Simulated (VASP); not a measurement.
# K2Pd (P4/mmm) in VASP: further runs

The runs below take K2Pd through single point, relaxation of volume and atoms at fixed shape, with LDA.

Program: VASP 6.6.1. These are calculated values, not measurements. Logs are shortened: lines on timing, memory, paths and dates and some standing lists are left out, and cuts for length are marked.

### Step 1. The cell of the first run

It takes space group P4/mmm (No. 123, tetragonal). Conventional cell: a = 5.360 Å, b = 5.360 Å, c = 3.466 Å, α = 90.00°, β = 90.00°, γ = 90.00°. Within 4.2 Å of K (site symmetry mmm) lie 4 Pd at 3.19 Å and 6 K at 3.47 to 3.79 Å. Pd (site symmetry 4/mmm) has 8 K at 3.19 Å and 2 Pd at 3.47 Å within 4.2 Å.

### Step 2. Single point, LDA

File INCAR:

```
PREC = Accurate ; ENCUT = 520
EDIFF = 1E-6 ; ISMEAR = -1
SIGMA = 0.1 ; LREAL = False
LASPH = True ; NELM = 100
ALGO = Normal ; ISIF = 2
LWAVE = False ; LCHARG = False
GGA = CA ; NBANDS = 21
```

File KPOINTS:

```
Automatic mesh
0
Gamma
  7 7 11
```

File POSCAR:

```
K2Pd
1.0
    5.3596316387      0.0000000000      0.0000000000
    0.0000000000      5.3596316387      0.0000000000
    0.0000000000      0.0000000000      3.4664623288
K Pd
2 1
Direct
    0.0000000000      0.5000000000      0.5000000000
    0.5000000000      0.0000000000      0.5000000000
    0.0000000000      0.0000000000      0.0000000000
```

Potentials or basis: VASP PAW LDA potentials, release 64 (K_sv, Pd).

Launch:

```
cat potpaw_LDA.64/K_sv/POTCAR potpaw_LDA.64/Pd/POTCAR > POTCAR
mpirun -np 1 vasp_std > vasp.out
```

OUTCAR:

```text
PREC = Accurate
   ENCUT = 520
   EDIFF = 1E-6
   ISMEAR = -1
   LREAL = False
   LASPH = True
   NELM = 100
   ISIF = 2
   GGA = CA

 ion  position               nearest neighbor table
   1  0.000  0.500  0.500-   3 3.19   3 3.19   3 3.19   3 3.19   2 3.79   2 3.79   2 3.79   2 3.79

   2  0.500  0.000  0.500-   3 3.19   3 3.19   3 3.19   3 3.19   1 3.79   1 3.79   1 3.79   1 3.79

   3  0.000  0.000  0.000-   1 3.19   2 3.19   1 3.19   2 3.19   1 3.19   1 3.19   2 3.19   2 3.19

  LATTYP: Found a simple tetragonal cell.
 ALAT       =     5.3596316387
 C/A-ratio  =     0.6467724953

  Lattice vectors:

 A1 = (   5.3596316387,   0.0000000000,   0.0000000000)
 A2 = (   0.0000000000,   5.3596316387,   0.0000000000)
 A3 = (   0.0000000000,   0.0000000000,   3.4664623288)

Analysis of symmetry for initial positions (statically):
=====================================================================
 Subroutine PRICEL returns:
 Original cell was already a primitive cell.

 Routine SETGRP: Setting up the symmetry group for a
 simple tetragonal supercell.

 Subroutine GETGRP returns: Found 16 space group operations
 (whereof 16 operations were pure point group operations)
 out of a pool of 16 trial point group operations.

The static configuration has the point symmetry D_4h.

Analysis of symmetry for dynamics (positions and initial velocities):
=====================================================================
 Subroutine PRICEL returns:
 Original cell was already a primitive cell.

 Routine SETGRP: Setting up the symmetry group for a
 simple tetragonal supercell.

 Subroutine GETGRP returns: Found 16 space group operations
 (whereof 16 operations were pure point group operations)
 out of a pool of 16 trial point group operations.

The dynamic configuration has the point symmetry D_4h.

 Subroutine INISYM returns: Found 16 space group operations
 (whereof 16 operations are pure point group operations),
 and found     1 'primitive' translations

----------------------------------------------------------------------------------------

                                     Primitive cell

  volume of cell :      99.5764

  direct lattice vectors                    reciprocal lattice vectors
     5.359631639  0.000000000  0.000000000     0.186579987  0.000000000  0.000000000
     0.000000000  5.359631639  0.000000000     0.000000000  0.186579987  0.000000000
     0.000000000  0.000000000  3.466462329     0.000000000  0.000000000  0.288478542

  length of vectors
     5.359631639  5.359631639  3.466462329     0.186579987  0.186579987  0.288478542

  position of ions in fractional coordinates (direct lattice)
     0.000000000  0.500000000  0.500000000
     0.500000000  0.000000000  0.500000000
     0.000000000  0.000000000  0.000000000

  ion indices of the primitive-cell ions
   primitive index   ion index
                 1           1
                 2           2
                 3           3

----------------------------------------------------------------------------------------

 KPOINTS: Automatic mesh

Automatic generation of k-mesh.
 Grid dimensions read from file:
 generate k-points for:    7    7   11

 Generating k-lattice:

  Cartesian coordinates                     Fractional coordinates (reciprocal lattice)
     0.026654284  0.000000000  0.000000000     0.142857143  0.000000000  0.000000000
     0.000000000  0.026654284  0.000000000     0.000000000  0.142857143  0.000000000
     0.000000000  0.000000000  0.026225322     0.000000000  0.000000000  0.090909091

  Length of vectors
     0.026654284  0.026654284  0.026225322

  Shift w.r.t. Gamma in fractional coordinates (k-lattice)
     0.000000000  0.000000000  0.000000000

 Subroutine IBZKPT returns following result:
 ===========================================

 Found     60 irreducible k-points:

 Following reciprocal coordinates:
            Coordinates               Weight
  0.000000  0.000000  0.000000      1.000000
  0.142857  0.000000  0.000000      4.000000
  0.285714  0.000000  0.000000      4.000000
  0.428571  0.000000  0.000000      4.000000
  0.142857  0.142857  0.000000      4.000000
  0.285714  0.142857  0.000000      8.000000
[... 16 lines left out ...]
  0.285714  0.000000  0.181818      8.000000
  0.428571  0.000000  0.181818      8.000000
 [... further k-points ...]
   k-points           NKPTS =     60   k-points in BZ     NKDIM =     60   number of bands    NBANDS=     21
   number of dos      NEDOS =    301   number of ions     NIONS =      3
   total plane-waves  NPLWV =  44800
   dimension x,y,z NGX =    40 NGY =   40 NGZ =   28
   dimension x,y,z NGXF=    80 NGYF=   80 NGZF=   56
   ions per type =               2   1
   NGX,Y,Z   is equivalent  to a cutoff of  12.41, 12.41, 13.43 a.u.
   NGXF,Y,Z  is equivalent  to a cutoff of  24.81, 24.81, 26.86 a.u.
 SYSTEM =  unknown system
   PREC   = accura    normal or accurate (medium, high low for compatibility)
   ISTART =      0    job   : 0-new  1-cont  2-samecut
   ICHARG =      2    charge: 1-file 2-atom 10-const
   ISPIN  =      1    spin polarized calculation?
   LNONCOLLINEAR =      F non collinear calculations
   LSORBIT =      F    spin-orbit coupling
   LASPH  =      T    aspherical Exc in radial PAW
   ENCUT  =  520.0 eV  38.22 Ry    6.18 a.u.   9.97  9.97  6.45*2*pi/ulx,y,z
   NELM   =    100;   NELMIN=  2; NELMDL= -5     # of ELM steps
   EDIFF  = 0.1E-05   stopping-criterion for ELM
   LREAL  =      F    real-space projection
   EDIFFG = 0.1E-04   stopping-criterion for IOM
   NSW    =      0    number of steps for IOM
   IBRION =     -1    ionic relax: 0-MD 1-quasi-New 2-CG
   NFREE  =      0    steps in history (QN), initial steepest desc. (CG)
   ISIF   =      2    stress and relaxation
   ISYM   =      2    0-nonsym 1-usesym 2-fastsym
   POTIM  = 0.5000    time-step for ionic-motion
   TEBEG  =    0.0;   TEEND  =   0.0 temperature during run
   PSTRESS=    0.0 pullay stress
   NELECT =      28.0000    total number of electrons
   NUPDOWN=      -1.0000    fix difference up-down
   EMIN   =  10.00;   EMAX   =-10.00  energy-range for DOS
   EFERMI =   0.00;   METHOD = LEGACY
   ISMEAR =    -1;   SIGMA  =   0.10  broadening in eV -4-tet -1-fermi 0-gaus
   EFERMI_NEDOS =   21; number of points for ismear=-14 and -15
   IALGO  =     38    algorithm
   IMIX   =      4    mixing-type and parameters
     AMIX     =   0.40;   BMIX     =  1.00
     AMIX_MAG =   1.60;   BMIX_MAG =  1.00
  volume/ion in A,a.u.               =      33.19       223.99
  Fermi-wavevector in a.u.,A,eV,Ry     =   1.072528  2.026784 15.651009  1.150317
  Thomas-Fermi vector in A             =   2.208301
   LORBIT       =      0    0 simple, 1 ext, 2 COOP (PROOUT), +10 PAW based schemes
   GGA     = CA    functional components
   LHFCALC =     F    Hartree Fock is set to
   AEXX    =    0.0000 exact exchange contribution
   IVDW    =     0    specifies the selected vdW correction
   LEPSILON=     F    determine dielectric tensor
   LRPA    =     F    only Hartree local field effects (RPA)
 non-spin polarized calculation
  energy-cutoff  :      520.00
  volume of cell :       99.58
 maximum number of plane-waves:      2704
 NGX is ok and might be reduce to    40
   NGX = 19   NGY = 19   NGZ = 13

 number of electron      27.9999995 magnetization

 Free energy of the ion-electron system (eV)
  ---------------------------------------------------
  ext. energy  EPLUGINS =         0.00000000
  ---------------------------------------------------
  free energy    TOTEN  =        -8.24520184 eV

  energy without entropy =       -8.21190491  energy(sigma->0) =       -8.22855338

 E-fermi :   1.8165     XC(G=0):  -8.3265

 val. band max:        1.7036668070   @ k =   0.0000   0.0000   0.4545
 cond. band min:       1.8263583267   @ k =   0.1429   0.0000   0.4545
 fundamental gap:      0.1226915197
 Fermi energy:         1.8164567271

 k-point     1 :       0.0000    0.0000    0.0000
  band No.  band energies     occupation
      1     -28.9841      2.00000
      2     -28.9364      2.00000
      3     -12.8912      2.00000
      4     -12.8912      2.00000
      5     -12.5742      2.00000
      6     -12.5742      2.00000
[... 13 lines left out ...]
     20       5.9003      0.00000
     21       9.1656      0.00000

 k-point     2 :       0.1429    0.0000    0.0000
  band No.  band energies     occupation
      1     -28.9817      2.00000
      2     -28.9386      2.00000
      3     -12.8833      2.00000
      4     -12.8802      2.00000
      5     -12.5921      2.00000
      6     -12.5862      2.00000
[... 13 lines left out ...]
     20       5.9824      0.00000
     21       8.7098      0.00000

 k-point     3 :       0.2857    0.0000    0.0000
  band No.  band energies     occupation
      1     -28.9748      2.00000
      2     -28.9450      2.00000
      3     -12.8608      2.00000
      4     -12.8514      2.00000
      5     -12.6370      2.00000
      6     -12.6172      2.00000
[... 13 lines left out ...]
     20       6.3687      0.00000
     21       7.6526      0.00000

 k-point     4 :       0.4286    0.0000    0.0000
  band No.  band energies     occupation
      1     -28.9651      2.00000
      2     -28.9544      2.00000
      3     -12.8332      2.00000
      4     -12.8211      2.00000
      5     -12.6823      2.00000
      6     -12.6491      2.00000
[... 13 lines left out ...]
     20       6.5246      0.00000
     21       7.0310      0.00000

 k-point     5 :       0.1429    0.1429    0.0000
  band No.  band energies     occupation
      1     -28.9794      2.00000
      2     -28.9407      2.00000
      3     -12.9061      2.00000
      4     -12.8408      2.00000
      5     -12.6387      2.00000
      6     -12.5661      2.00000
[... 13 lines left out ...]
     20       6.0775      0.00000
     21       8.5460      0.00000
[... 382 lines left out ...]
     20       6.4158      0.00000
     21       8.3294      0.00000

 k-point    22 :       0.1429    0.0000    0.1818
  band No.  band energies     occupation
      1     -28.9634      2.00000
      2     -28.9213      2.00000
      3     -12.8584      2.00000
      4     -12.8558      2.00000
      5     -12.6695      2.00000
      6     -12.6082      2.00000
[... 13 lines left out ...]
     20       6.5951      0.00000
     21       7.9523      0.00000

 k-point    23 :       0.2857    0.0000    0.1818
  band No.  band energies     occupation
      1     -28.9567      2.00000
      2     -28.9276      2.00000
      3     -12.8358      2.00000
      4     -12.8276      2.00000
      5     -12.6625      2.00000
      6     -12.6168      2.00000
[... 13 lines left out ...]
     20       6.9163      0.00000
     21       7.3120      0.00000

 k-point    24 :       0.4286    0.0000    0.1818
  band No.  band energies     occupation
      1     -28.9473      2.00000
      2     -28.9368      2.00000
      3     -12.8098      2.00000
      4     -12.7980      2.00000
      5     -12.6623      2.00000
      6     -12.6361      2.00000
[... 13 lines left out ...]
     20       6.9551      0.00000
     21       7.1419      0.00000

 [... further k-points ...]
[... 5 lines left out ...]
  --------------------------------------------------------------------------------------
  -------------------------------------------------------------------------------------
  Total        0.3296045      0.3296045     -0.5815989      0.0000000      0.0000000     -0.0000000
  in kB        5.3033141      5.3033141     -9.3578871      0.0000000      0.0000000     -0.0000000
  external PRESSURE =       0.4162471 kB  Pullay stress =       0.0000000 kB

 VOLUME and BASIS-vectors are now :
 -----------------------------------------------------------------------------
  energy-cutoff  :      520.00
  volume of cell :       99.58
      direct lattice vectors                 reciprocal lattice vectors
     5.359631639  0.000000000  0.000000000     0.186579987  0.000000000  0.000000000
     0.000000000  5.359631639  0.000000000     0.000000000  0.186579987  0.000000000
     0.000000000  0.000000000  3.466462329     0.000000000  0.000000000  0.288478542

 POSITION                                       TOTAL-FORCE (eV/Angst)
 -----------------------------------------------------------------------------------
      0.00000      2.67982      1.73323         0.000000      0.000000      0.000000
      2.67982      0.00000      1.73323         0.000000      0.000000      0.000000
      0.00000      0.00000      0.00000         0.000000      0.000000      0.000000
 -----------------------------------------------------------------------------------
    total drift:                               -0.000000     -0.000000     -0.000000

  FREE ENERGIE OF THE ION-ELECTRON SYSTEM (eV)
  ---------------------------------------------------
  free  energy   TOTEN  =        -8.2452018448 eV

  energy  without entropy=       -8.2119049130  energy(sigma->0) =       -8.22855338
```

It took 2.4 min on 1 thread of AMD EPYC 7R43 (Zen 3), shared host; peak memory 0.21 GiB.

What came out:

| Property | Result |
| --- | --- |
| Free energy | -8.2452 eV |
| Pressure | 0.0 GPa |
| Band gap on the k mesh | zero (band 14 reaches 2.23 eV, above the bottom of band 15 at 1.14 eV) |

Stress tensor (GPa, compression positive):
```
 0.53  0.00  0.00
 0.00  0.53  0.00
 0.00  0.00 -0.94
```

(Part 1 of 2 ends here.)
